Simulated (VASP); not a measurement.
# V (P6_3/mmc) in VASP: settings compared, part 2 of 2

VASP 6.6.1. Earlier steps stand in the parts before.

### Step 3. Single point, LDA, collinear spin, ferromagnetic start (13.32 Å³/atom)

This run uses another cell than the first one, of 13.32 Å³/atom.

File INCAR:

```
ALGO = Fast ; EDIFF = 1E-6
ENCUT = 520 ; GGA = CA
ISIF = 2 ; ISMEAR = -1
ISPIN = 2 ; LASPH = T
LCHARG = F ; LMAXMIX = 4
LORBIT = 11 ; LREAL = F
LWAVE = F ; MAGMOM = 2 2
NBANDS = 24 ; NELM = 150
PREC = Accurate ; SIGMA = 0.05
```

File KPOINTS:

```
k-points
0
Gamma
  12 12 6
```

File POSCAR:

```
V
1.0
    2.5690966245      0.0000000000      0.0000000000
   -1.2845483122      2.2249029415      0.0000000000
    0.0000000000      0.0000000000      4.6594993097
V
2
Direct
    0.3333333333      0.6666666667      0.2500000000
    0.6666666667      0.3333333333      0.7500000000
```

Potentials or basis: VASP PAW LDA potentials, release 64 (V_sv).

Command:

```bash
$ cat potpaw_LDA.64/V_sv/POTCAR > POTCAR
$ mpirun -np 1 vasp_std > vasp.out
```

OUTCAR:

```text
EDIFF = 1E-6
   ENCUT = 520
   GGA = CA
   ISIF = 2
   ISMEAR = -1
   ISPIN = 2
   LASPH = T
   LORBIT = 11
   LREAL = F
   NELM = 150
   PREC = Accurate

 ion  position               nearest neighbor table
   1  0.333  0.667  0.250-   2 2.76   2 2.76   2 2.76   2 2.76   2 2.76   2 2.76
   2  0.667  0.333  0.750-   1 2.76   1 2.76   1 2.76   1 2.76   1 2.76   1 2.76

  LATTYP: Found a hexagonal cell.
 ALAT       =     2.5690966245
 C/A-ratio  =     1.8136722711

  Lattice vectors:

 A1 = (   2.5690966245,   0.0000000000,   0.0000000000)
 A2 = (  -1.2845483122,   2.2249029415,   0.0000000000)
[... 1516 lines left out ...]

 VOLUME and BASIS-vectors are now :
 -----------------------------------------------------------------------------
  energy-cutoff  :      520.00
  volume of cell :       26.63
      direct lattice vectors                 reciprocal lattice vectors
     2.569096625  0.000000000  0.000000000     0.389241880  0.224728904  0.000000000
    -1.284548312  2.224902941  0.000000000     0.000000000  0.449457808  0.000000000
     0.000000000  0.000000000  4.659499310     0.000000000  0.000000000  0.214615334

 POSITION                                       TOTAL-FORCE (eV/Angst)
 -----------------------------------------------------------------------------------
     -0.00000      1.48327      1.16487        -0.000000      0.000000      0.000000
      1.28455      0.74163      3.49462         0.000000      0.000000      0.000000
 -----------------------------------------------------------------------------------
    total drift:                               -0.000000      0.000000     -0.000000

  FREE ENERGIE OF THE ION-ELECTRON SYSTEM (eV)
  ---------------------------------------------------
  free  energy   TOTEN  =       -19.3516774308 eV

  energy  without entropy=      -19.3286366510  energy(sigma->0) =      -19.34015704

 total charge

# of ion       s       p       d       tot
------------------------------------------
    1        2.358   6.218   3.145  11.721
    2        2.358   6.218   3.145  11.721
--------------------------------------------------
tot          4.716  12.436   6.290  23.442

 magnetization (x)

# of ion       s       p       d       tot
------------------------------------------
    1       -0.000  -0.000  -0.000  -0.000
    2       -0.000  -0.000  -0.000  -0.000
--------------------------------------------------
tot         -0.000  -0.000  -0.000  -0.000
```

stdout:

```text
POSCAR found type information on POSCAR V
 POSCAR found :  1 types and       2 ions
 scaLAPACK will be used
 LDA part: xc-table for (Slater(with rela. corr.)+CA(PZ))
 , standard interpolation
 POSCAR, INCAR and KPOINTS ok, starting setup
 FFT: planning ... GRIDC
 FFT: planning ... GRID_SOFT
 FFT: planning ... GRID
 WAVECAR not read
 entering main loop
```

Run time: 75 s. Hardware: 1 thread of Intel Xeon Platinum 8488C (Sapphire Rapids), shared host; peak memory 0.18 GiB.

Results:

```
Free energy                                           : -19.3517 eV
Pressure                                              : -5.8 GPa
Band gap on the k mesh                                : zero (filled and empty bands overlap)
Net moment                                            : 0.00 μB per cell
Valence electrons inside the program's atomic spheres : V 11.72
```

Caveat: the cell stands under tension.

### Step 4. Single point, PBEsol, collinear spin, ferromagnetic start (13.32 Å³/atom)

This run uses another cell than the first one, of 13.32 Å³/atom.

File INCAR:

```
SYSTEM = V
PREC     = Accurate       ! precision mode
ENCUT    = 520            ! plane-wave cutoff, eV
EDIFF    = 1E-6           ! SCF threshold, eV
ISMEAR   = -1             ! smearing method
SIGMA    = 0.05           ! smearing width, eV
LREAL    = .FALSE.        ! projectors in reciprocal space
LASPH    = .TRUE.         ! aspherical terms in the spheres
NELM     = 150            ! most SCF steps
ALGO     = Normal         ! electronic algorithm
ISIF     = 2              ! what is computed and relaxed
LWAVE    = .FALSE.        ! write WAVECAR
LCHARG   = .FALSE.        ! write CHGCAR
ISPIN    = 2              ! spin polarisation
MAGMOM   = 2 2            ! initial moments
LORBIT   = 11             ! projections on sites
LMAXMIX  = 4              ! l up to which the mixer works
GGA      = PS             ! functional
NBANDS   = 24             ! bands
```

File KPOINTS:

```
regular mesh
0
G
  12 12 6
  0 0 0
```

POSCAR is that of step 3.

Potentials or basis: VASP PAW PBE potentials, release 64 (V_sv).

Command:

```bash
$ cat potpaw_PBE.64/V_sv/POTCAR > POTCAR
$ mpirun -np 1 vasp_std > vasp.out
```

Run time: 76 s. Hardware: 1 thread of Intel Xeon Platinum 8488C (Sapphire Rapids), shared host; peak memory 0.19 GiB.

Results (log left out):

| Property | Result |
| --- | --- |
| Free energy | -18.7530 eV |
| Pressure | 0.1 GPa |
| Band gap on the k mesh | zero (filled and empty bands overlap) |
| Net moment | 0.00 μB per cell |
| Valence electrons inside the program's atomic spheres | V 11.70 |

Stress tensor (GPa, compression positive):
```
 0.13  0.00  0.00
 0.00  0.13  0.00
 0.00  0.00 -0.11
```

Levels at points of the mesh, in eV from the Fermi level:
Spin up:
| k point | band 10 | band 11 | band 12 | band 13 | band 14 | band 15 | band 16 | band 17 |
| --- | --- | --- | --- | --- | --- | --- | --- | --- |
| (0.00, 0.00, 0.00) | -3.54 | -0.62 | -0.16 | 0.33 | 0.33 | 0.67 | 0.67 | 1.91 |
| (0.50, 0.00, 0.00) | -2.96 | -2.88 | -0.40 | -0.13 | 0.33 | 0.62 | 3.11 | 3.72 |
| (0.00, 0.00, 0.50) | -5.14 | -1.07 | -1.07 | 0.37 | 0.37 | 0.37 | 0.37 | 2.63 |
| (0.50, 0.00, 0.50) | -3.41 | -1.91 | -1.91 | 1.72 | 1.72 | 1.74 | 1.74 | 3.78 |
Spin down:
| k point | band 9 | band 10 | band 11 | band 12 | band 13 | band 14 | band 15 | band 16 | band 17 | band 18 |
| --- | --- | --- | --- | --- | --- | --- | --- | --- | --- | --- |
| (0.00, 0.00, 0.00) | -6.96 | -3.54 | -0.62 | -0.16 | 0.33 | 0.33 | 0.67 | 0.67 | 1.91 | 1.91 |
| (0.50, 0.00, 0.00) | -3.10 | -2.96 | -2.88 | -0.40 | -0.13 | 0.33 | 0.62 | 3.11 | 3.72 | 3.84 |
| (0.00, 0.00, 0.50) | -5.14 | -5.14 | -1.07 | -1.07 | 0.37 | 0.37 | 0.37 | 0.37 | 2.63 | 2.63 |
| (0.50, 0.00, 0.50) | -3.41 | -3.41 | -1.91 | -1.91 | 1.72 | 1.72 | 1.74 | 1.74 | 3.78 | 3.78 |

Caveat: the PAW data sets were made with another functional, which shifts forces and pressure a little.

### Step 5. The runs side by side

```csv
level,potentials or basis,cell,gap on the mesh (eV),pressure (GPa),moment (μB)
PBEsol,"VASP PAW PBE potentials, release 64 (V_sv)","a = 2.622, b = 2.622, c = 4.755 Å, angles 90.0, 90.0, 120.0°, 2 atoms",none,-10.1,0.00
LDA,"VASP PAW LDA potentials, release 64 (V_sv)","a = 2.569, b = 2.569, c = 4.659 Å, angles 90.0, 90.0, 120.0°, 2 atoms",none,-5.8,0.00
PBEsol,"VASP PAW PBE potentials, release 64 (V_sv)","a = 2.569, b = 2.569, c = 4.659 Å, angles 90.0, 90.0, 120.0°, 2 atoms",none,0.1,0.00
```

Alike in all rows: task single point; spin collinear, ferromagnetic start; k mesh 12 × 12 × 6; cutoff (eV) 520; smearing fermi-dirac 0.05 eV.

Caveats: the cell stands under tension (at least some runs); the PAW data sets were made with another functional, which shifts forces and pressure a little (at least some runs).

Total energies depend on the potentials used, so only differences within one code and one set of settings carry meaning.
